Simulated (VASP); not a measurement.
# Ru (P6_3/mmc) in VASP: single point with LDA

Aim: the single point of Ru with LDA.

All numbers are computed with VASP 6.6.1; they aren't measurements. Logs are shortened: lines on timing, memory, paths and dates and some standing lists are left out, and cuts for length are marked.

## 1. The cell of the first run

Symmetry: P6_3/mmc, No. 194, hexagonal system. Conventional cell: a = 2.674 Å, b = 2.674 Å, c = 4.226 Å, α = 90.00°, β = 90.00°, γ = 120.00°. Ru (site symmetry -6m2) has 12 Ru at 2.62 to 2.67 Å within 3.5 Å.

## 2. Single point, LDA

INCAR

```
SYSTEM = Ru
PREC     = Accurate       ! precision mode
ENCUT    = 560            ! plane-wave cutoff, eV
EDIFF    = 1E-6           ! SCF threshold, eV
ISMEAR   = -1             ! smearing method
SIGMA    = 0.05           ! smearing width, eV
LREAL    = .False.        ! projectors in reciprocal space
LASPH    = .True.         ! aspherical terms in the spheres
NELM     = 120            ! most SCF steps
ALGO     = Normal         ! electronic algorithm
ISIF     = 2              ! what is computed and relaxed
LWAVE    = .False.        ! write WAVECAR
LCHARG   = .False.        ! write CHGCAR
NBANDS   = 23             ! bands
GGA_COMPAT= .False.
```

KPOINTS

```
regular mesh
0
Gamma
  18 18 10
  0 0 0
```

POSCAR

```
Ru
1.0
    2.6740248589      0.0000000000      0.0000000000
   -1.3370124294      2.3157734582      0.0000000000
    0.0000000000      0.0000000000      4.2262640145
Ru
2
Direct
    0.3333333333      0.6666666667      0.2500000000
    0.6666666667      0.3333333333      0.7500000000
```

Potentials or basis: VASP PAW LDA potentials, release 64 (Ru_sv).

Command:

```bash
> cat potpaw_LDA.64/Ru_sv/POTCAR > POTCAR
> mpirun -np 1 vasp_std > vasp.out
```

OUTCAR:

```text
SYSTEM = Ru
   PREC = Accurate
   ENCUT = 560
   EDIFF = 1E-6
   ISMEAR = -1
   LREAL = .False.
   LASPH = .True.
   NELM = 120
   ISIF = 2

 ion  position               nearest neighbor table
   1  0.333  0.667  0.250-   2 2.62   2 2.62   2 2.62   2 2.62   2 2.62   2 2.62
   2  0.667  0.333  0.750-   1 2.62   1 2.62   1 2.62   1 2.62   1 2.62   1 2.62

  LATTYP: Found a hexagonal cell.
 ALAT       =     2.6740248589
 C/A-ratio  =     1.5804879302

  Lattice vectors:

 A1 = (   2.6740248589,   0.0000000000,   0.0000000000)
 A2 = (  -1.3370124294,   2.3157734582,   0.0000000000)
 A3 = (   0.0000000000,   0.0000000000,   4.2262640145)

Analysis of symmetry for initial positions (statically):
=====================================================================
 Subroutine PRICEL returns:
 Original cell was already a primitive cell.

 Routine SETGRP: Setting up the symmetry group for a
 hexagonal supercell.

 Subroutine GETGRP returns: Found 24 space group operations
 (whereof 12 operations were pure point group operations)
 out of a pool of 24 trial point group operations.

The static configuration has the point symmetry D_3d.
 The point group associated with its full space group is D_6h.

Analysis of symmetry for dynamics (positions and initial velocities):
=====================================================================
 Subroutine PRICEL returns:
 Original cell was already a primitive cell.

 Routine SETGRP: Setting up the symmetry group for a
 hexagonal supercell.

 Subroutine GETGRP returns: Found 24 space group operations
 (whereof 12 operations were pure point group operations)
 out of a pool of 24 trial point group operations.

The dynamic configuration has the point symmetry D_3d.
 The point group associated with its full space group is D_6h.

 Subroutine INISYM returns: Found 24 space group operations
 (whereof 12 operations are pure point group operations),
 and found     1 'primitive' translations

----------------------------------------------------------------------------------------

                                     Primitive cell

  volume of cell :      26.1709

  direct lattice vectors                    reciprocal lattice vectors
     2.674024859  0.000000000  0.000000000     0.373968102  0.215910584  0.000000000
    -1.337012429  2.315773458  0.000000000     0.000000000  0.431821168  0.000000000
     0.000000000  0.000000000  4.226264014     0.000000000  0.000000000  0.236615601

  length of vectors
     2.674024859  2.674024859  4.226264014     0.431821168  0.431821168  0.236615601

  position of ions in fractional coordinates (direct lattice)
     0.333333333  0.666666667  0.250000000
     0.666666667  0.333333333  0.750000000

  ion indices of the primitive-cell ions
   primitive index   ion index
                 1           1
                 2           2

----------------------------------------------------------------------------------------

 KPOINTS: regular mesh

Automatic generation of k-mesh.
 Grid dimensions read from file:
 generate k-points for:   18   18   10

 Generating k-lattice:

  Cartesian coordinates                     Fractional coordinates (reciprocal lattice)
     0.020776006  0.011995032  0.000000000     0.055555556  0.000000000  0.000000000
     0.000000000  0.023990065  0.000000000     0.000000000  0.055555556  0.000000000
     0.000000000  0.000000000  0.023661560     0.000000000  0.000000000  0.100000000

  Length of vectors
     0.023990065  0.023990065  0.023661560

  Shift w.r.t. Gamma in fractional coordinates (k-lattice)
     0.000000000  0.000000000  0.000000000

 Subroutine IBZKPT returns following result:
 ===========================================

 Found    222 irreducible k-points:

 Following reciprocal coordinates:
            Coordinates               Weight
  0.000000  0.000000  0.000000      1.000000
  0.055556  0.000000  0.000000      6.000000
  0.111111  0.000000  0.000000      6.000000
  0.166667  0.000000  0.000000      6.000000
  0.222222  0.000000  0.000000      6.000000
  0.277778  0.000000  0.000000      6.000000
[... 16 lines left out ...]
  0.333333  0.111111  0.000000     12.000000
  0.388889  0.111111  0.000000     12.000000
 [... further k-points ...]
   k-points           NKPTS =    222   k-points in BZ     NKDIM =    222   number of bands    NBANDS=     23
   number of dos      NEDOS =    301   number of ions     NIONS =      2
   total plane-waves  NPLWV =  20736
   dimension x,y,z NGX =    24 NGY =   24 NGZ =   36
   dimension x,y,z NGXF=    48 NGYF=   48 NGZF=   72
   ions per type =               2
   NGX,Y,Z   is equivalent  to a cutoff of  14.92, 14.92, 14.16 a.u.
   NGXF,Y,Z  is equivalent  to a cutoff of  29.84, 29.84, 28.32 a.u.
 SYSTEM =  Ru
   PREC   = accura    normal or accurate (medium, high low for compatibility)
   ISTART =      0    job   : 0-new  1-cont  2-samecut
   ICHARG =      2    charge: 1-file 2-atom 10-const
   ISPIN  =      1    spin polarized calculation?
   LNONCOLLINEAR =      F non collinear calculations
   LSORBIT =      F    spin-orbit coupling
   LASPH  =      T    aspherical Exc in radial PAW
   ENCUT  =  560.0 eV  41.16 Ry    6.42 a.u.   5.16  5.16  8.15*2*pi/ulx,y,z
   NELM   =    120;   NELMIN=  2; NELMDL= -5     # of ELM steps
   EDIFF  = 0.1E-05   stopping-criterion for ELM
   LREAL  =      F    real-space projection
   EDIFFG = 0.1E-04   stopping-criterion for IOM
   NSW    =      0    number of steps for IOM
   IBRION =     -1    ionic relax: 0-MD 1-quasi-New 2-CG
   NFREE  =      0    steps in history (QN), initial steepest desc. (CG)
   ISIF   =      2    stress and relaxation
   ISYM   =      2    0-nonsym 1-usesym 2-fastsym
   POTIM  = 0.5000    time-step for ionic-motion
   TEBEG  =    0.0;   TEEND  =   0.0 temperature during run
   PSTRESS=    0.0 pullay stress
   NELECT =      32.0000    total number of electrons
   NUPDOWN=      -1.0000    fix difference up-down
   EMIN   =  10.00;   EMAX   =-10.00  energy-range for DOS
   EFERMI =   0.00;   METHOD = LEGACY
   ISMEAR =    -1;   SIGMA  =   0.05  broadening in eV -4-tet -1-fermi 0-gaus
   EFERMI_NEDOS =   21; number of points for ismear=-14 and -15
   IALGO  =     38    algorithm
   IMIX   =      4    mixing-type and parameters
     AMIX     =   0.40;   BMIX     =  1.00
     AMIX_MAG =   1.60;   BMIX_MAG =  1.00
  volume/ion in A,a.u.               =      13.09        88.30
  Fermi-wavevector in a.u.,A,eV,Ry     =   1.750594  3.308143 41.696135  3.064579
  Thomas-Fermi vector in A             =   2.821283
   LORBIT       =      0    0 simple, 1 ext, 2 COOP (PROOUT), +10 PAW based schemes
   GGA     = CA    functional components
   LHFCALC =     F    Hartree Fock is set to
   AEXX    =    0.0000 exact exchange contribution
   IVDW    =     0    specifies the selected vdW correction
   LEPSILON=     F    determine dielectric tensor
   LRPA    =     F    only Hartree local field effects (RPA)
 non-spin polarized calculation
  energy-cutoff  :      560.00
  volume of cell :       26.17
 maximum number of plane-waves:       808
 NGX is ok and might be reduce to    24
   NGX = 11   NGY = 11   NGZ = 17

 number of electron      32.0000002 magnetization

 Free energy of the ion-electron system (eV)
  ---------------------------------------------------
  ext. energy  EPLUGINS =         0.00000000
  ---------------------------------------------------
  free energy    TOTEN  =       -21.40604273 eV

  energy without entropy =      -21.39247357  energy(sigma->0) =      -21.39925815

 E-fermi :  15.7173     XC(G=0): -14.7451

 val. band max:       15.7122777113   @ k =   0.1667   0.1111   0.3000
 cond. band min:      15.7320585721   @ k =   0.4444   0.1111   0.5000
 fundamental gap:      0.0197808608
 Fermi energy:        15.7172921996

 k-point     1 :       0.0000    0.0000    0.0000
  band No.  band energies     occupation
      1     -57.0912      2.00000
      2     -56.8458      2.00000
      3     -27.8801      2.00000
      4     -26.8065      2.00000
      5     -26.8065      2.00000
      6     -26.6115      2.00000
[... 15 lines left out ...]
     22      30.6027      0.00000
     23      33.1516      0.00000

 k-point     2 :       0.0556    0.0000    0.0000
  band No.  band energies     occupation
      1     -57.0858      2.00000
      2     -56.8437      2.00000
      3     -27.8680      2.00000
      4     -26.8325      2.00000
      5     -26.8154      2.00000
      6     -26.6385      2.00000
[... 15 lines left out ...]
     22      30.8207      0.00000
     23      33.2929      0.00000

 k-point     3 :       0.1111    0.0000    0.0000
  band No.  band energies     occupation
      1     -57.0702      2.00000
      2     -56.8377      2.00000
      3     -27.8324      2.00000
      4     -26.9074      2.00000
      5     -26.8403      2.00000
      6     -26.7156      2.00000
[... 15 lines left out ...]
     22      31.3895      0.00000
     23      33.6629      0.00000

 k-point     4 :       0.1667    0.0000    0.0000
  band No.  band energies     occupation
      1     -57.0457      2.00000
      2     -56.8290      2.00000
      3     -27.7754      2.00000
      4     -27.0220      2.00000
      5     -26.8775      2.00000
      6     -26.8315      2.00000
[... 15 lines left out ...]
     22      31.8655      0.00000
     23      33.8849      0.00000

 k-point     5 :       0.2222    0.0000    0.0000
  band No.  band energies     occupation
      1     -57.0147      2.00000
      2     -56.8191      2.00000
      3     -27.7005      2.00000
      4     -27.1625      2.00000
      5     -26.9704      2.00000
      6     -26.9217      2.00000
[... 15 lines left out ...]
     22      31.1094      0.00000
     23      33.0926      0.00000

 k-point     6 :       0.2778    0.0000    0.0000
  band No.  band energies     occupation
      1     -56.9801      2.00000
      2     -56.8101      2.00000
      3     -27.6127      2.00000
      4     -27.3119      2.00000
      5     -27.1144      2.00000
      6     -26.9675      2.00000
[... 15 lines left out ...]
     22      29.4059      0.00000
     23      32.1020      0.00000

 k-point     7 :       0.3333    0.0000    0.0000
  band No.  band energies     occupation
      1     -56.9454      2.00000
      2     -56.8037      2.00000
      3     -27.5187      2.00000
      4     -27.4519      2.00000
      5     -27.2464      2.00000
      6     -27.0094      2.00000
[... 353 lines left out ...]
     22      31.1513      0.00000
     23      32.1229      0.00000

 k-point    21 :       0.2222    0.1111    0.0000
  band No.  band energies     occupation
      1     -56.9692      2.00000
      2     -56.8077      2.00000
      3     -27.5839      2.00000
      4     -27.3057      2.00000
      5     -27.1911      2.00000
      6     -26.9586      2.00000
[... 15 lines left out ...]
     22      29.3380      0.00000
     23      30.9693      0.00000

 k-point    22 :       0.2778    0.1111    0.0000
  band No.  band energies     occupation
      1     -56.9358      2.00000
      2     -56.8024      2.00000
      3     -27.4915      2.00000
      4     -27.4362      2.00000
      5     -27.2808      2.00000
      6     -27.0257      2.00000
[... 15 lines left out ...]
     22      27.4847      0.00000
     23      29.7819      0.00000

 k-point    23 :       0.3333    0.1111    0.0000
  band No.  band energies     occupation
      1     -56.9057      2.00000
      2     -56.8008      2.00000
      3     -27.5428      2.00000
      4     -27.4013      2.00000
      5     -27.3527      2.00000
      6     -27.0798      2.00000
[... 15 lines left out ...]
     22      27.2816      0.00000
     23      28.7063      0.00000

 k-point    24 :       0.3889    0.1111    0.0000
  band No.  band energies     occupation
      1     -56.8834      2.00000
      2     -56.8024      2.00000
      3     -27.6121      2.00000
      4     -27.3995      2.00000
      5     -27.3281      2.00000
      6     -27.1145      2.00000
[... 15 lines left out ...]
     22      27.9336      0.00000
     23      28.2310      0.00000

 [... further k-points ...]
[... 5 lines left out ...]
  --------------------------------------------------------------------------------------
  -------------------------------------------------------------------------------------
  Total        0.0900911      0.0900911      0.0893977      0.0000000      0.0000000     -0.0000000
  in kB        5.5153653      5.5153653      5.4729146      0.0000000      0.0000000     -0.0000000
  external PRESSURE =       5.5012150 kB  Pullay stress =       0.0000000 kB

 VOLUME and BASIS-vectors are now :
 -----------------------------------------------------------------------------
  energy-cutoff  :      560.00
  volume of cell :       26.17
      direct lattice vectors                 reciprocal lattice vectors
     2.674024859  0.000000000  0.000000000     0.373968102  0.215910584  0.000000000
    -1.337012429  2.315773458  0.000000000     0.000000000  0.431821168  0.000000000
     0.000000000  0.000000000  4.226264014     0.000000000  0.000000000  0.236615601

 POSITION                                       TOTAL-FORCE (eV/Angst)
 -----------------------------------------------------------------------------------
     -0.00000      1.54385      1.05657        -0.000000     -0.000000      0.000000
      1.33701      0.77192      3.16970         0.000000      0.000000      0.000000
 -----------------------------------------------------------------------------------
    total drift:                               -0.000000      0.000000     -0.000000

  FREE ENERGIE OF THE ION-ELECTRON SYSTEM (eV)
  ---------------------------------------------------
  free  energy   TOTEN  =       -21.4060427277 eV

  energy  without entropy=      -21.3924735690  energy(sigma->0) =      -21.39925815
```

Wall time 51 s (1 thread of Intel Xeon Platinum 8488C (Sapphire Rapids), shared host); peak memory 0.22 GiB.

Results:

| Property | Result |
| --- | --- |
| Free energy | -21.4060 eV |
| Pressure | 0.6 GPa |
| Band gap on the k mesh | zero (bands 16 and 17 overlap by 3.32 eV) |
